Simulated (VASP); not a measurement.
Runs of VASP 6.6.1 on Sb. The structure is that of space group P6_3/mmc (No. 194), or close to it. The cells are those of the table. 

| task | cell | cutoff (eV) | gap on the mesh (eV) | pressure (GPa) |
| --- | --- | --- | --- | --- |
| single point | a = 3.255, b = 3.255, c = 5.249 Å, angles 90.0, 90.0, 120.0°, 2 atoms | 520 | none | (a) |
| single point | a = 3.111, b = 3.111, c = 4.983 Å, angles 90.0, 90.0, 120.0°, 2 atoms | 520 | none | 30.1 |
| relaxation of cell and atoms | relaxed to 10 GPa from a = 3.500, b = 3.500, c = 5.715 Å, angles 90.0, 90.0, 120.0°, 2 atoms | 600 | none | 10.0 |
| single point | a = 3.388, b = 3.388, c = 5.490 Å, angles 90.0, 90.0, 120.0°, 2 atoms | 520 | none | -0.1 |
| single point | a = 3.172, b = 3.172, c = 5.097 Å, angles 90.0, 90.0, 120.0°, 2 atoms | 520 | none | 20.0 |
| relaxation of cell and atoms | relaxed to 30 GPa from a = 3.500, b = 3.500, c = 5.715 Å, angles 90.0, 90.0, 120.0°, 2 atoms | 600 | none | 30.0 |
| relaxation of cell and atoms | relaxed to 20 GPa from a = 3.500, b = 3.500, c = 5.715 Å, angles 90.0, 90.0, 120.0°, 2 atoms | 600 | none | 20.0 |
| relaxation of cell and atoms | relaxed from a = 3.500, b = 3.500, c = 5.715 Å, angles 90.0, 90.0, 120.0°, 2 atoms | 600 | none | -0.1 |

Alike in all rows: level PBE; potentials or basis VASP PAW PBE potentials, release 64 (Sb); no spin polarisation; k mesh 8 × 8 × 5; smearing fermi-dirac 0.1 eV.

Question: Estimate the missing entries.

Answer: (a) 9.9.

Caveats: spin-orbit coupling is left out, which moves the levels of the heavy elements; the cell is relaxed towards a set pressure, so the enthalpy falls and the energy may rise (some runs).

A k mesh can miss the band edges, and the runs leave out spin-orbit coupling on Sb.

A gap of «none» marks levels without a gap at the run's occupations.
